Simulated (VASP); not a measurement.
Ge3N4: relaxation of the atoms with PBE

Crystal: Ge3N4.

```
CELL_PARAMETERS angstrom
0.00000 4.18206 4.18206
4.18206 0.00000 4.18206
4.18206 4.18206 0.00000
ATOMIC_POSITIONS crystal
Ge 0.12500 0.12500 0.12500
Ge 0.62500 0.12500 0.12500
Ge 0.12500 0.12500 0.62500
Ge 0.12500 0.62500 0.12500
Ge 0.50000 0.50000 0.50000
Ge 0.75000 0.75000 0.75000
N 0.88320 0.88320 0.88320
N 0.89960 0.36680 0.36680
N 0.88320 0.88320 0.35040
N 0.36680 0.89960 0.36680
N 0.35040 0.88320 0.88320
N 0.36680 0.36680 0.36680
N 0.88320 0.35040 0.88320
N 0.36680 0.36680 0.89960
```

* Program: VASP 6.6.1
* Task: relaxation of the atoms
* Functional: PBE
* Potentials or basis: VASP PAW PBE potentials, release 64 (Ge_d, N)
* Cutoff: 520 eV
* k mesh: 6 × 6 × 6
* Occupations: fermi-dirac, width 0.02 eV
* Spin: no spin polarisation
* Dipole correction: no
* Further INCAR settings: ALGO = Normal; EDIFF = 1e-07; IBRION = 2; EDIFFG = -0.02; NSW = 80

The energy gained by relaxing is 0.1 meV/atom, the ionic steps are 3 and the pressure after relaxing is -3.8 GPa. The band gap on the k mesh is 1.66 eV.

The path:
```tsv
step	energy change (eV)	largest force (eV/Å)	pressure (GPa)
1	0.0000	0.0733	-3.87
2	-0.0005	0.0351	-3.75
3	-0.0007	0.0001	-3.78
```

Final structure:
```
Ge N
1.0
     0.00000    4.18206    4.18206
     4.18206    0.00000    4.18206
     4.18206    4.18206    0.00000
Ge N
6 8
Direct
  0.12500 0.12500 0.12500
  0.62500 0.12500 0.12500
  0.12500 0.12500 0.62500
  0.12500 0.62500 0.12500
  0.50000 0.50000 0.50000
  0.75000 0.75000 0.75000
  0.88337 0.88337 0.88337
  0.90010 0.36663 0.36663
  0.88337 0.88337 0.34990
  0.36663 0.90010 0.36663
  0.34990 0.88337 0.88337
  0.36663 0.36663 0.36663
  0.88337 0.34990 0.88337
  0.36663 0.36663 0.90010
```

Levels at points of the mesh, in eV from the valence-band top:
```csv
k point,band 58,band 59,band 60,band 61,band 62,band 63,band 64,band 65,band 66,band 67
"(0.00, 0.00, 0.00)",-0.30,-0.30,0.00,0.00,0.00,1.66,2.08,2.08,2.08,2.35
"(0.50, 0.00, 0.00)",-0.67,-0.67,-0.53,-0.09,-0.09,3.40,3.47,4.59,4.59,4.92
"(0.50, 0.50, 0.00)",-1.70,-0.93,-0.93,-0.15,-0.15,4.55,4.55,5.34,5.34,5.65
```

Run time: 3.7 min on 4 MPI ranks on Oxide Virtual Turin-like Processor, with other jobs on the host, peak memory 0.39 GiB a rank.
